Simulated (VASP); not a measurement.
# Mg (Cmcm) in VASP: a series of runs, part 2 of 2

VASP 6.6.1.

## (3) Single point, LDA (strain +0.1125 x Voigt [1, 0, 0, 0, 0, 0])

Input file INCAR:

```
ALGO = Normal ; EDIFF = 1E-7
ENCUT = 520 ; GGA = CA
ISIF = 2 ; ISMEAR = 0
LASPH = T ; LCHARG = T
LELF = T ; LREAL = F
LVHAR = T ; LWAVE = F
NBANDS = 9 ; NELM = 100
PREC = Accurate ; SIGMA = 0.15
```

Input file KPOINTS:

```
k-points
0
Gamma
  18 18 10
```

Input file POSCAR:

```
Mg
1.0
    3.5703145799      0.0000000000      0.0000000000
   -1.7851572899      2.7793106748      0.0000000000
    0.0000000000      0.0000000000      5.2103300000
Mg
2
Direct
    0.3333333333      0.6666666667      0.2500000000
    0.6666666667      0.3333333333      0.7500000000
```

Potentials or basis: VASP PAW LDA potentials, release 64 (Mg).

On the command line:

```
$ cat potpaw_LDA.64/Mg/POTCAR > POTCAR
$ mpirun -np 1 vasp_std > vasp.out
```

OUTCAR:

```text
EDIFF = 1E-7
   ENCUT = 520
   GGA = CA
   ISIF = 2
   ISMEAR = 0
   LASPH = T
   LREAL = F
   NELM = 100
   PREC = Accurate

 ion  position               nearest neighbor table
   1  0.333  0.667  0.250-   2 3.20   2 3.20   2 3.29   2 3.29   2 3.29   2 3.29
   2  0.667  0.333  0.750-   1 3.20   1 3.20   1 3.29   1 3.29   1 3.29   1 3.29

  Warning from LATTYP: Monoclinic adjustment (A1->A3, A2->A1, A3->A2)!
  LATTYP: Found a base centered orthorhombic cell.
 ALAT       =     3.5703145799
 B/A-ratio  =     1.5568996023
 C/A-ratio  =     1.4593475962

  Lattice vectors:

 A1 = (   1.7851572899,  -2.7793106748,   0.0000000000)
 A2 = (   1.7851572900,   2.7793106748,   0.0000000000)
 A3 = (   0.0000000000,   0.0000000000,   5.2103300000)

Analysis of symmetry for initial positions (statically):
=====================================================================
 Subroutine PRICEL returns:
 Original cell was already a primitive cell.

 Routine SETGRP: Setting up the symmetry group for a
 base centered orthorhombic supercell.

 Subroutine GETGRP returns: Found  8 space group operations
 (whereof  4 operations were pure point group operations)
 out of a pool of  8 trial point group operations.

The static configuration has the point symmetry C_2h.
 The point group associated with its full space group is D_2h.

Analysis of symmetry for dynamics (positions and initial velocities):
=====================================================================
 Subroutine PRICEL returns:
 Original cell was already a primitive cell.

 Routine SETGRP: Setting up the symmetry group for a
 base centered orthorhombic supercell.

 Subroutine GETGRP returns: Found  8 space group operations
 (whereof  4 operations were pure point group operations)
 out of a pool of  8 trial point group operations.

The dynamic configuration has the point symmetry C_2h.
 The point group associated with its full space group is D_2h.

 Subroutine INISYM returns: Found  8 space group operations
 (whereof  4 operations are pure point group operations),
 and found     1 'primitive' translations

----------------------------------------------------------------------------------------

                                     Primitive cell

  volume of cell :      51.7022

  direct lattice vectors                    reciprocal lattice vectors
     3.570314580  0.000000000  0.000000000     0.280087364  0.179900723  0.000000000
    -1.785157290  2.779310675  0.000000000     0.000000000  0.359801446  0.000000000
     0.000000000  0.000000000  5.210330000     0.000000000  0.000000000  0.191926423

  length of vectors
     3.570314580  3.303233927  5.210330000     0.332886169  0.359801446  0.191926423

  position of ions in fractional coordinates (direct lattice)
     0.333333333  0.666666667  0.250000000
     0.666666667  0.333333333  0.750000000

  ion indices of the primitive-cell ions
   primitive index   ion index
                 1           1
                 2           2

----------------------------------------------------------------------------------------

 KPOINTS: k-points

Automatic generation of k-mesh.
 Grid dimensions read from file:
 generate k-points for:   18   18   10

 Generating k-lattice:

  Cartesian coordinates                     Fractional coordinates (reciprocal lattice)
     0.015560409  0.009994485  0.000000000     0.055555556  0.000000000  0.000000000
     0.000000000  0.019988969  0.000000000     0.000000000  0.055555556  0.000000000
     0.000000000  0.000000000  0.019192642     0.000000000  0.000000000  0.100000000

  Length of vectors
     0.018493676  0.019988969  0.019192642

  Shift w.r.t. Gamma in fractional coordinates (k-lattice)
     0.000000000  0.000000000  0.000000000

 Subroutine IBZKPT returns following result:
 ===========================================

 Found    546 irreducible k-points:

 Following reciprocal coordinates:
            Coordinates               Weight
  0.000000  0.000000  0.000000      1.000000
  0.055556  0.000000  0.000000      4.000000
  0.111111  0.000000  0.000000      4.000000
  0.166667 -0.000000  0.000000      4.000000
  0.222222  0.000000  0.000000      4.000000
  0.277778 -0.000000  0.000000      4.000000
[... 16 lines left out ...]
 -0.333333  0.055556  0.000000      4.000000
 -0.277778  0.055556  0.000000      4.000000
 [... further k-points ...]
   k-points           NKPTS =    546   k-points in BZ     NKDIM =    546   number of bands    NBANDS=      9
   number of dos      NEDOS =    301   number of ions     NIONS =      2
   total plane-waves  NPLWV =  31360
   dimension x,y,z NGX =    28 NGY =   28 NGZ =   40
   dimension x,y,z NGXF=    56 NGYF=   56 NGZF=   80
   ions per type =               2
   NGX,Y,Z   is equivalent  to a cutoff of  13.04, 14.09, 12.76 a.u.
   NGXF,Y,Z  is equivalent  to a cutoff of  26.08, 28.18, 25.53 a.u.
 SYSTEM =  unknown system
   PREC   = accura    normal or accurate (medium, high low for compatibility)
   ISTART =      0    job   : 0-new  1-cont  2-samecut
   ICHARG =      2    charge: 1-file 2-atom 10-const
   ISPIN  =      1    spin polarized calculation?
   LNONCOLLINEAR =      F non collinear calculations
   LSORBIT =      F    spin-orbit coupling
   LASPH  =      T    aspherical Exc in radial PAW
   ENCUT  =  520.0 eV  38.22 Ry    6.18 a.u.   6.64  6.14  9.69*2*pi/ulx,y,z
   NELM   =    100;   NELMIN=  2; NELMDL= -5     # of ELM steps
   EDIFF  = 0.1E-06   stopping-criterion for ELM
   LREAL  =      F    real-space projection
   EDIFFG = 0.1E-05   stopping-criterion for IOM
   NSW    =      0    number of steps for IOM
   IBRION =     -1    ionic relax: 0-MD 1-quasi-New 2-CG
   NFREE  =      0    steps in history (QN), initial steepest desc. (CG)
   ISIF   =      2    stress and relaxation
   ISYM   =      2    0-nonsym 1-usesym 2-fastsym
   POTIM  = 0.5000    time-step for ionic-motion
   TEBEG  =    0.0;   TEEND  =   0.0 temperature during run
   PSTRESS=    0.0 pullay stress
   NELECT =       4.0000    total number of electrons
   NUPDOWN=      -1.0000    fix difference up-down
   EMIN   =  10.00;   EMAX   =-10.00  energy-range for DOS
   EFERMI =   0.00;   METHOD = LEGACY
   ISMEAR =     0;   SIGMA  =   0.15  broadening in eV -4-tet -1-fermi 0-gaus
   EFERMI_NEDOS =   21; number of points for ismear=-14 and -15
   IALGO  =     38    algorithm
   IMIX   =      4    mixing-type and parameters
     AMIX     =   0.40;   BMIX     =  1.00
     AMIX_MAG =   1.60;   BMIX_MAG =  1.00
  volume/ion in A,a.u.               =      25.85       174.45
  Fermi-wavevector in a.u.,A,eV,Ry     =   0.697577  1.318229  6.620773  0.486613
  Thomas-Fermi vector in A             =   1.780942
   LORBIT       =      0    0 simple, 1 ext, 2 COOP (PROOUT), +10 PAW based schemes
   GGA     = CA    functional components
   LHFCALC =     F    Hartree Fock is set to
   AEXX    =    0.0000 exact exchange contribution
   IVDW    =     0    specifies the selected vdW correction
   LEPSILON=     F    determine dielectric tensor
   LRPA    =     F    only Hartree local field effects (RPA)
 non-spin polarized calculation
 Gauss-broadening in eV      SIGMA  =   0.15
  energy-cutoff  :      520.00
  volume of cell :       51.70
 maximum number of plane-waves:      1416
   NGX = 13   NGY = 13   NGZ = 19

 number of electron       4.0000000 magnetization

 Free energy of the ion-electron system (eV)
  ---------------------------------------------------
  ext. energy  EPLUGINS =         0.00000000
  ---------------------------------------------------
  free energy    TOTEN  =        -3.43360890 eV

  energy without entropy =       -3.42313875  energy(sigma->0) =       -3.42837383

 E-fermi :   1.8724     XC(G=0):  -8.3014

 val. band max:        1.8710272745   @ k =   0.0000   0.3333   0.1000
 cond. band min:       1.8730714966   @ k =   0.3333   0.1111   0.2000
 fundamental gap:      0.0020442221
 Fermi energy:         1.8724473287

 k-point     1 :       0.0000    0.0000    0.0000
  band No.  band energies     occupation
      1      -4.5431      2.00000
      2       0.6839      2.00000
      3       1.0771      2.00000
      4      10.5228      0.00000
      5      10.6648      0.00000
      6      11.4072      0.00000
      7      12.0334      0.00000
      8      13.8696      0.00000
      9      14.2864      0.00000
[... 265 lines left out ...]
 k-point    24 :      -0.2778    0.0556    0.0000
  band No.  band energies     occupation
      1      -3.5026      2.00000
      2       1.6421      1.97010
      3       2.0854      0.04468
      4       4.7071      0.00000
      5       7.5997      0.00000
      6       9.5098      0.00000
      7      10.1507      0.00000
      8      12.0253      0.00000
      9      12.5373      0.00000

 [... further k-points ...]
[... 5 lines left out ...]
  --------------------------------------------------------------------------------------
  -------------------------------------------------------------------------------------
  Total       -1.9850702     -1.3683180     -1.4185160     -0.0000000      0.0000000      0.0000000
  in kB      -61.5145208    -42.4022408    -43.9578074     -0.0000000      0.0000000      0.0000000
  external PRESSURE =     -49.2915230 kB  Pullay stress =       0.0000000 kB

 VOLUME and BASIS-vectors are now :
 -----------------------------------------------------------------------------
  energy-cutoff  :      520.00
  volume of cell :       51.70
      direct lattice vectors                 reciprocal lattice vectors
     3.570314580  0.000000000  0.000000000     0.280087364  0.179900723  0.000000000
    -1.785157290  2.779310675  0.000000000     0.000000000  0.359801446  0.000000000
     0.000000000  0.000000000  5.210330000     0.000000000  0.000000000  0.191926423

 POSITION                                       TOTAL-FORCE (eV/Angst)
 -----------------------------------------------------------------------------------
     -0.00000      1.85287      1.30258        -0.000000     -0.058696      0.000000
      1.78516      0.92644      3.90775         0.000000      0.058696     -0.000000
 -----------------------------------------------------------------------------------
    total drift:                               -0.000000      0.000000     -0.000000

  FREE ENERGIE OF THE ION-ELECTRON SYSTEM (eV)
  ---------------------------------------------------
  free  energy   TOTEN  =        -3.4336088992 eV

  energy  without entropy=       -3.4231387530  energy(sigma->0) =       -3.42837383
```

stdout:

```text
POSCAR found type information on POSCAR Mg
 POSCAR found :  1 types and       2 ions
 scaLAPACK will be used
 LDA part: xc-table for (Slater(with rela. corr.)+CA(PZ))
 , standard interpolation
 POSCAR, INCAR and KPOINTS ok, starting setup
 FFT: planning ... GRIDC
 FFT: planning ... GRID_SOFT
 FFT: planning ... GRID
 WAVECAR not read
 entering main loop
```

Wall time 2.6 min (1 thread of AMD EPYC 9R45 (Zen 5), shared host); peak memory 0.32 GiB.

Results:

- Free energy: -3.4336 eV
- Pressure: -4.9 GPa
- Largest force: 0.059 eV/Å
- Band gap on the k mesh: zero (band 2 reaches 3.06 eV, above the bottom of band 3 at 1.08 eV)

Forces on the atoms (eV/Å):
```
Mg   0.000 -0.059  0.000
Mg   0.000  0.059  0.000
```

Stress tensor (GPa, compression positive):
```
-6.15  0.00  0.00
 0.00 -4.24  0.00
 0.00  0.00 -4.40
```

Caveat: the cell differs from its parent crystal (strain +0.1125 x Voigt [1, 0, 0, 0, 0, 0]).

## (4) Single point, LDA (strain -0.1500 x Voigt [1, 0, 0, 0, 0, 0])

Input file INCAR:

```
PREC = Accurate
ENCUT = 520
EDIFF = 1E-7
ISMEAR = 0
SIGMA = 0.15
LREAL = F
LASPH = T
NELM = 100
ALGO = Normal
ISIF = 2
LWAVE = F
LCHARG = F
NBANDS = 9
```

Input file KPOINTS:

```
Automatic mesh
0
Gamma
  18 18 10
```

Input file POSCAR:

```
Mg
1.0
    2.7278808026      0.0000000000      0.0000000000
   -1.3639404013      2.7793106748      0.0000000000
    0.0000000000      0.0000000000      5.2103300000
Mg
2
Direct
    0.3333333333      0.6666666667      0.2500000000
    0.6666666667      0.3333333333      0.7500000000
```

On the command line:

```
$ cat potpaw_LDA.64/Mg/POTCAR > POTCAR
$ mpirun -np 1 vasp_std > vasp.out
```

Run time: 96 s. Hardware: 1 thread of AMD EPYC 9R45 (Zen 5), shared host; peak memory 0.26 GiB.

The run converged. Its results:

- Free energy: -3.3977 eV
- Pressure: 5.5 GPa
- Largest force: 0.131 eV/Å
- Band gap on the k mesh: zero (band 2 reaches 4.46 eV, above the bottom of band 3 at 1.26 eV)

Forces in eV/Å, atoms in the order of the input:
```
Mg   0.000  0.131  0.000
Mg   0.000 -0.131  0.000
```

Stress tensor (GPa, compression positive):
```
16.44  0.00  0.00
 0.00  0.20  0.00
 0.00  0.00 -0.11
```

Levels at points of the mesh, in eV from the Fermi level:
```csv
k point,band 1,band 2,band 3,band 4,band 5,band 6,band 7
"(0.00, 0.00, 0.00)",-7.53,-2.28,-1.98,10.38,10.39,12.20,13.57
"(0.50, 0.00, 0.00)",-1.67,-1.34,3.41,3.44,3.63,4.23,7.45
"(0.00, 0.50, 0.00)",-2.83,-2.75,1.90,2.43,2.47,2.99,11.67
"(0.00, 0.00, 0.50)",-6.15,-6.15,4.26,4.26,11.23,11.23,12.24
"(0.50, 0.00, 0.50)",-0.67,-0.67,0.39,0.39,8.14,8.14,8.58
"(0.00, 0.50, 0.50)",-1.74,-1.74,-1.16,-1.16,8.32,8.32,8.79
```

Caveat: the cell differs from its parent crystal (strain -0.1500 x Voigt [1, 0, 0, 0, 0, 0]).

## (5) Summary

| cell | gap on the mesh (eV) | pressure (GPa) | largest force (eV/Å) |
| --- | --- | --- | --- |
| a = 2.969, b = 3.151, c = 5.210 Å, angles 90.0, 90.0, 118.1°, 2 atoms | none | 0.2 | 0.05 |
| a = 3.570, b = 3.303, c = 5.210 Å, angles 90.0, 90.0, 122.7°, 2 atoms | none | -4.9 | 0.06 |
| a = 2.728, b = 3.096, c = 5.210 Å, angles 90.0, 90.0, 116.1°, 2 atoms | none | 5.5 | 0.13 |

Alike in all rows: task single point; level LDA; potentials or basis VASP PAW LDA potentials, release 64 (Mg); no spin polarisation; k mesh 18 × 18 × 10; cutoff (eV) 520; smearing gaussian 0.15 eV.

Absolute energies hang on the potentials; compare differences alone.
